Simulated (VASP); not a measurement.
# TiTe2 (P-3m1) in VASP: notebook

TiTe2 is run at these levels: PBE0, PBEsol-based global hybrid with 25 % exact exchange, B3LYP, PBE-based global hybrid with 15 % exact exchange, PBEsol+D3(BJ); tasks: single point.

All numbers are computed with VASP 6.6.1; they aren't measurements. Logs are shortened: lines on timing, memory, paths and dates and some standing lists are left out, and cuts for length are marked.

## Step 1: The cell of the first run

Symmetry: P-3m1, No. 164, trigonal system. The conventional cell has a = 3.777 Å, b = 3.777 Å, c = 6.498 Å, α = 90.00°, β = 90.00°, γ = 120.00°. Within 3.8 Å of Te (site symmetry 3m) lie 3 Ti at 2.77 Å and 9 Te at 3.78 Å. Within 3.8 Å of Ti (site symmetry -3m) lie 6 Te at 2.77 Å and 6 Ti at 3.78 Å.

## Step 2: Single point, PBE0

Input file POSCAR:

```
TiTe2
1.0
    3.7770000000      0.0000000000      0.0000000000
   -1.8885000000      3.2709779501      0.0000000000
    0.0000000000      0.0000000000      6.4980000000
Te Ti
2 1
Direct
    0.3333333333      0.6666666667      0.7372000000
    0.6666666667      0.3333333333      0.2628000000
    0.0000000000      0.0000000000      0.0000000000
```

Input file INCAR.step1:

```
ALGO = Normal
EDIFF = 1E-5
ENCUT = 520
GGA = PE
ISIF = 2
ISMEAR = -1
LASPH = T
LCHARG = F
LREAL = F
LWAVE = T
NBANDS = 19
NELM = 100
PREC = Accurate
SIGMA = 0.05
```

Input file INCAR.step2:

```
AEXX = 0.25
ALGO = Normal
EDIFF = 1E-6
ENCUT = 520
GGA = PE
ISIF = 2
ISMEAR = -1
ISTART = 1
LASPH = T
LCHARG = F
LHFCALC = T
LREAL = F
LWAVE = F
NBANDS = 19
NELM = 100
PREC = Accurate
PRECFOCK = Normal
SIGMA = 0.05
```

Input file KPOINTS:

```
k-points
0
Gamma
  4 4 2
```

Potentials or basis: VASP PAW PBE potentials, release 64 (Te, Ti_sv).

On the command line:

```sh
> cat potpaw_PBE.64/Te/POTCAR potpaw_PBE.64/Ti_sv/POTCAR > POTCAR
> cp INCAR.step1 INCAR
> mpirun -np 1 vasp_std > vasp.out
> cp INCAR.step2 INCAR
> mpirun -np 1 vasp_std > vasp.out
```

OUTCAR:

```text
AEXX = 0.25
   EDIFF = 1E-6
   ENCUT = 520
   GGA = PE
   ISIF = 2
   ISMEAR = -1
   ISTART = 1
   LASPH = T
   LHFCALC = T
   LREAL = F
   NELM = 100
   PREC = Accurate
   PRECFOCK = Normal

 ion  position               nearest neighbor table
   1  0.333  0.667  0.737-   3 2.77   3 2.77   3 2.77
   2  0.667  0.333  0.263-   3 2.77   3 2.77   3 2.77
   3  0.000  0.000  0.000-   1 2.77   2 2.77   2 2.77   1 2.77   2 2.77   1 2.77

  LATTYP: Found a hexagonal cell.
 ALAT       =     3.7770000000
 C/A-ratio  =     1.7204130262

  Lattice vectors:

 A1 = (   3.7770000000,   0.0000000000,   0.0000000000)
 A2 = (  -1.8885000000,   3.2709779501,   0.0000000000)
 A3 = (   0.0000000000,   0.0000000000,   6.4980000000)

Analysis of symmetry for initial positions (statically):
=====================================================================
 Subroutine PRICEL returns:
 Original cell was already a primitive cell.

 Routine SETGRP: Setting up the symmetry group for a
 hexagonal supercell.

 Subroutine GETGRP returns: Found 12 space group operations
 (whereof 12 operations were pure point group operations)
 out of a pool of 24 trial point group operations.

The static configuration has the point symmetry D_3d.

Analysis of symmetry for dynamics (positions and initial velocities):
=====================================================================
 Subroutine PRICEL returns:
 Original cell was already a primitive cell.

 Routine SETGRP: Setting up the symmetry group for a
 hexagonal supercell.

 Subroutine GETGRP returns: Found 12 space group operations
 (whereof 12 operations were pure point group operations)
 out of a pool of 24 trial point group operations.

The dynamic configuration has the point symmetry D_3d.

 Subroutine INISYM returns: Found 12 space group operations
 (whereof 12 operations are pure point group operations),
 and found     1 'primitive' translations

----------------------------------------------------------------------------------------

                                     Primitive cell

  volume of cell :      80.2794

  direct lattice vectors                    reciprocal lattice vectors
     3.777000000  0.000000000  0.000000000     0.264760392  0.152859484  0.000000000
    -1.888500000  3.270977950  0.000000000     0.000000000  0.305718967  0.000000000
     0.000000000  0.000000000  6.498000000     0.000000000  0.000000000  0.153893506

  length of vectors
     3.777000000  3.777000000  6.498000000     0.305718967  0.305718967  0.153893506

  position of ions in fractional coordinates (direct lattice)
     0.333333333  0.666666667  0.737200000
     0.666666667  0.333333333  0.262800000
     0.000000000  0.000000000  0.000000000

  ion indices of the primitive-cell ions
   primitive index   ion index
                 1           1
                 2           2
                 3           3

----------------------------------------------------------------------------------------

 KPOINTS: k-points

Automatic generation of k-mesh.
 Grid dimensions read from file:
 generate k-points for:    4    4    2

 Generating k-lattice:

  Cartesian coordinates                     Fractional coordinates (reciprocal lattice)
     0.066190098  0.038214871  0.000000000     0.250000000 -0.000000000  0.000000000
     0.000000000  0.076429742  0.000000000     0.000000000  0.250000000  0.000000000
     0.000000000  0.000000000  0.076946753     0.000000000  0.000000000  0.500000000

  Length of vectors
     0.076429742  0.076429742  0.076946753

  Shift w.r.t. Gamma in fractional coordinates (k-lattice)
     0.000000000  0.000000000  0.000000000

 Subroutine IBZKPT returns following result:
 ===========================================

 Found      8 irreducible k-points:

 Following reciprocal coordinates:
            Coordinates               Weight
  0.000000  0.000000  0.000000      1.000000
  0.250000  0.000000  0.000000      6.000000
  0.500000  0.000000  0.000000      3.000000
  0.250000  0.250000  0.000000      6.000000
  0.000000  0.000000  0.500000      1.000000
  0.250000  0.000000  0.500000      6.000000
  0.500000  0.000000  0.500000      3.000000
  0.250000  0.250000  0.500000      6.000000
   k-points           NKPTS =      8   k-points in BZ     NKDIM =     32   number of bands    NBANDS=     19
   number of dos      NEDOS =    301   number of ions     NIONS =      3
   total plane-waves  NPLWV =  37632
   dimension x,y,z NGX =    28 NGY =   28 NGZ =   48
   dimension x,y,z NGXF=    56 NGYF=   56 NGZF=   96
   ions per type =               2   1
   NGX,Y,Z   is equivalent  to a cutoff of  12.32, 12.32, 12.28 a.u.
   NGXF,Y,Z  is equivalent  to a cutoff of  24.65, 24.65, 24.56 a.u.
 SYSTEM =  unknown system
   PREC   = accura    normal or accurate (medium, high low for compatibility)
   ISTART =      1    job   : 0-new  1-cont  2-samecut
   ICHARG =      0    charge: 1-file 2-atom 10-const
   ISPIN  =      1    spin polarized calculation?
   LNONCOLLINEAR =      F non collinear calculations
   LSORBIT =      F    spin-orbit coupling
   LASPH  =      T    aspherical Exc in radial PAW
   ENCUT  =  520.0 eV  38.22 Ry    6.18 a.u.   7.02  7.02 12.08*2*pi/ulx,y,z
   NELM   =    100;   NELMIN=  2; NELMDL=  0     # of ELM steps
   EDIFF  = 0.1E-05   stopping-criterion for ELM
   LREAL  =      F    real-space projection
   EDIFFG = 0.1E-04   stopping-criterion for IOM
   NSW    =      0    number of steps for IOM
   IBRION =     -1    ionic relax: 0-MD 1-quasi-New 2-CG
   NFREE  =      0    steps in history (QN), initial steepest desc. (CG)
   ISIF   =      2    stress and relaxation
   ISYM   =      3    0-nonsym 1-usesym 2-fastsym
   POTIM  = 0.5000    time-step for ionic-motion
   TEBEG  =    0.0;   TEEND  =   0.0 temperature during run
   PSTRESS=    0.0 pullay stress
   NELECT =      24.0000    total number of electrons
   NUPDOWN=      -1.0000    fix difference up-down
   EMIN   =  10.00;   EMAX   =-10.00  energy-range for DOS
   EFERMI =   0.00;   METHOD = LEGACY
   ISMEAR =    -1;   SIGMA  =   0.05  broadening in eV -4-tet -1-fermi 0-gaus
   EFERMI_NEDOS =   21; number of points for ismear=-14 and -15
   IALGO  =     38    algorithm
   IMIX   =      1    mixing-type and parameters
     AMIX     =   0.40;   BMIX     =  1.00
     AMIX_MAG =   1.60;   BMIX_MAG =  1.00
  volume/ion in A,a.u.               =      26.76       180.58
  Fermi-wavevector in a.u.,A,eV,Ry     =   1.094655  2.068597 16.303438  1.198269
  Thomas-Fermi vector in A             =   2.230964
   LORBIT       =      0    0 simple, 1 ext, 2 COOP (PROOUT), +10 PAW based schemes
   GGA     = PE    functional components
   LHFCALC =     T    Hartree Fock is set to
   PRECFOCK=normal    Normal, Fast or Accurate (Low or Medium for compatibility)
   ENCUT4O =  -1.0   cutoff for four orbital integrals eV
   NKREDX  =     1    reduce k-point grid by
   NKREDY  =     1    reduce k-point grid by
   NKREDZ  =     1    reduce k-point grid by
   AEXX    =    0.2500 exact exchange contribution
   HFSCREEN=    0.0000 screening length (either q_TF or 0.3 A-1)
   HFSCREENC=   0.0000 screening length for correlation (either q_TF or 0.3 A-1)
   ENCUTFOCK=  -1.0 apply spherical cutoff to Coloumb kernel
   IVDW    =     0    specifies the selected vdW correction
   LEPSILON=     F    determine dielectric tensor
   LRPA    =     F    only Hartree local field effects (RPA)
 non-spin polarized calculation
  energy-cutoff  :      520.00
  volume of cell :       80.28
 maximum number of plane-waves:      2175
 NGX is ok and might be reduce to    28
  NGX = 24; NGY = 24; NGZ = 40

 number of electron      23.9999998 magnetization

 Free energy of the ion-electron system (eV)
  ---------------------------------------------------
  ext. energy  EPLUGINS =         0.00000000
  ---------------------------------------------------
  free energy    TOTEN  =       -21.90669175 eV

  energy without entropy =      -21.90072146  energy(sigma->0) =      -21.90370660

 E-fermi :   6.8833     XC(G=0):  -7.8074

 val. band max:        6.8486004419   @ k =   0.5000   0.0000   0.0000
 cond. band min:       7.4912360303   @ k =   0.0000   0.0000   0.0000
 fundamental gap:      0.6426355884
 Fermi energy:         6.8832623806

 k-point     1 :       0.0000    0.0000    0.0000
  band No.  band energies     occupation
      1     -56.3380      2.00000
      2     -30.9246      2.00000
      3     -30.9246      2.00000
      4     -30.9091      2.00000
      5      -7.5956      2.00000
      6      -5.8763      2.00000
[... 11 lines left out ...]
     18      12.5492      0.00000
     19      13.3989      0.00000

 k-point     2 :       0.2500    0.0000    0.0000
  band No.  band energies     occupation
      1     -56.3360      2.00000
      2     -30.9529      2.00000
      3     -30.9319      2.00000
      4     -30.9052      2.00000
      5      -6.8612      2.00000
      6      -5.5388      2.00000
[... 11 lines left out ...]
     18      13.3451      0.00000
     19      14.1505      0.00000

 k-point     3 :       0.5000    0.0000    0.0000
  band No.  band energies     occupation
      1     -56.3340      2.00000
      2     -30.9816      2.00000
      3     -30.9388      2.00000
      4     -30.9005      2.00000
      5      -5.5863      2.00000
      6      -5.3930      2.00000
[... 11 lines left out ...]
     18      12.8028      0.00000
     19      13.3441      0.00000

 k-point     4 :       0.2500    0.2500    0.0000
  band No.  band energies     occupation
      1     -56.3340      2.00000
      2     -30.9711      2.00000
      3     -30.9496      2.00000
      4     -30.9009      2.00000
      5      -5.7747      2.00000
      6      -5.2225      2.00000
[... 11 lines left out ...]
     18      12.0412      0.00000
     19      15.3929      0.00000

 k-point     5 :       0.0000    0.0000    0.5000
  band No.  band energies     occupation
      1     -56.3380      2.00000
      2     -30.9247      2.00000
      3     -30.9247      2.00000
      4     -30.9088      2.00000
      5      -7.0421      2.00000
      6      -6.7296      2.00000
[... 11 lines left out ...]
     18      12.9983      0.00000
     19      14.5774      0.00000

 k-point     6 :       0.2500    0.0000    0.5000
  band No.  band energies     occupation
      1     -56.3360      2.00000
      2     -30.9529      2.00000
      3     -30.9319      2.00000
      4     -30.9048      2.00000
      5      -6.3577      2.00000
      6      -6.2162      2.00000
[... 11 lines left out ...]
     18      12.9501      0.00000
     19      13.7494      0.00000

 k-point     7 :       0.5000    0.0000    0.5000
  band No.  band energies     occupation
      1     -56.3340      2.00000
      2     -30.9812      2.00000
      3     -30.9389      2.00000
      4     -30.9000      2.00000
      5      -5.6194      2.00000
      6      -5.3147      2.00000
[... 11 lines left out ...]
     18      11.5843      0.00000
     19      12.1468      0.00000

 k-point     8 :       0.2500    0.2500    0.5000
  band No.  band energies     occupation
      1     -56.3340      2.00000
      2     -30.9709      2.00000
      3     -30.9495      2.00000
      4     -30.9004      2.00000
      5      -5.5416      2.00000
      6      -5.4641      2.00000
[... 11 lines left out ...]
     18      13.3788      0.00000
     19      13.4622      0.00000

------------------------ aborting loop because EDIFF is reached ----------------------------------------

  FORCE on cell =-STRESS in cart. coord.  units (eV):
  Direction    XX          YY          ZZ          XY          YZ          ZX
  --------------------------------------------------------------------------------------
  -------------------------------------------------------------------------------------
  Total       -0.6474755     -0.6474755     -0.3695775      0.0000000      0.0000000      0.0000000
  in kB      -12.9219954    -12.9219954     -7.3758445      0.0000000      0.0000000      0.0000000
  external PRESSURE =     -11.0732785 kB  Pullay stress =       0.0000000 kB

 VOLUME and BASIS-vectors are now :
 -----------------------------------------------------------------------------
  energy-cutoff  :      520.00
  volume of cell :       80.28
      direct lattice vectors                 reciprocal lattice vectors
     3.777000000  0.000000000  0.000000000     0.264760392  0.152859484  0.000000000
    -1.888500000  3.270977950  0.000000000     0.000000000  0.305718967  0.000000000
     0.000000000  0.000000000  6.498000000     0.000000000  0.000000000  0.153893506

 POSITION                                       TOTAL-FORCE (eV/Angst)
 -----------------------------------------------------------------------------------
     -0.00000      2.18065      4.79033        -0.000000     -0.000000      0.281370
      1.88850      1.09033      1.70767         0.000000      0.000000     -0.281370
      0.00000      0.00000      0.00000         0.000000      0.000000      0.000000
 -----------------------------------------------------------------------------------
    total drift:                                0.000000     -0.000000      0.000000

  FREE ENERGIE OF THE ION-ELECTRON SYSTEM (eV)
  ---------------------------------------------------
  free  energy   TOTEN  =       -21.9066917451 eV

  energy  without entropy=      -21.9007214555  energy(sigma->0) =      -21.90370660
```

Run time: 6.5 min. Hardware: 1 thread of Intel Xeon 6975P-C (Granite Rapids), shared host; peak memory 0.21 GiB.

What came out:

* Free energy: -21.9067 eV
* Pressure: -1.1 GPa
* Largest force: 0.281 eV/Å
* Band gap on the k mesh: zero (bands 12 and 13 overlap by 1.49 eV)

Forces in eV/Å, atoms in the order of the input:
```
Te   0.000  0.000  0.281
Te   0.000  0.000 -0.281
Ti   0.000  0.000  0.000
```

Stress tensor (GPa, compression positive):
```
-1.29  0.00  0.00
 0.00 -1.29  0.00
 0.00  0.00 -0.74
```

Caveat: the k points lie up to 0.48 Å⁻¹ apart, too coarse for converged energies and pressures of a metal; the PAW data sets were made with another functional, which shifts forces and pressure a little; spin-orbit coupling is left out, which moves the levels of the heavy elements; this functional lacks dispersion, which binds layers or chains, so the pressure and a relaxed spacing across them are unreliable.

## Step 3: Single point, PBEsol-based global hybrid with 25 % exact exchange

POSCAR is that of step 2.

Input file INCAR.step1:

```
PREC = Accurate ; ENCUT = 520
EDIFF = 1E-5 ; ISMEAR = -1
SIGMA = 0.05 ; LREAL = F
LASPH = T ; NELM = 60
ALGO = Normal ; ISIF = 2
LWAVE = T ; NBANDS = 19
GGA = PE
```

Input file INCAR.step2:

```
PREC = Accurate ; ENCUT = 520
EDIFF = 1E-6 ; ISMEAR = -1
SIGMA = 0.05 ; LREAL = F
LASPH = T ; NELM = 60
ALGO = Normal ; ISIF = 2
LWAVE = F ; LCHARG = T
GGA = PS ; LHFCALC = T
AEXX = 0.25 ; PRECFOCK = Normal
LELF = T ; LVHAR = T
NBANDS = 19 ; ISTART = 1
```

Input file KPOINTS:

```
Automatic mesh
0
Gamma
  4 4 2
```

Potentials or basis: VASP PAW PBE potentials, release 64 (Te, Ti_sv).

On the command line:

```sh
> cat potpaw_PBE.64/Te/POTCAR potpaw_PBE.64/Ti_sv/POTCAR > POTCAR
> cp INCAR.step1 INCAR
> mpirun -np 1 vasp_std > vasp.out
> cp INCAR.step2 INCAR
> mpirun -np 1 vasp_std > vasp.out
```

Wall time 6.1 min (1 thread of Intel Xeon 6975P-C (Granite Rapids), shared host); peak memory 0.21 GiB.

The run converged. Its results:

- Free energy: -22.8033 eV
- Pressure: -3.2 GPa
- Largest force: 0.383 eV/Å
- Band gap on the k mesh: zero (bands 12 and 13 overlap by 1.50 eV)

Forces on the atoms (eV/Å):
```
Te   0.000  0.000  0.383
Te   0.000  0.000 -0.383
Ti   0.000  0.000  0.000
```

Stress tensor (GPa, compression positive):
```
-3.39  0.00  0.00
 0.00 -3.39  0.00
 0.00  0.00 -2.95
```

Levels at points of the mesh, in eV from the Fermi level:
```
           k point  band 10  band 11  band 12  band 13  band 14  band 15
(0.00, 0.00, 0.00)     0.64     0.96     0.96     1.04     1.25     1.25
(0.50, 0.00, 0.00)    -3.46    -2.86    -2.05    -0.03     1.99     2.43
(0.00, 0.00, 0.50)    -2.66     0.91     0.91     0.96     0.96     1.78
(0.50, 0.00, 0.50)    -3.16    -1.88    -1.48    -0.54     1.96     2.38
```

Caveat: the k points lie up to 0.48 Å⁻¹ apart, too coarse for converged energies and pressures of a metal; the PAW data sets were made with another functional, which shifts forces and pressure a little; spin-orbit coupling is left out, which moves the levels of the heavy elements.

(Part 1 of 2 ends here.)

The gap in the log of VASP goes by the Fermi energy; the results here count the filled bands.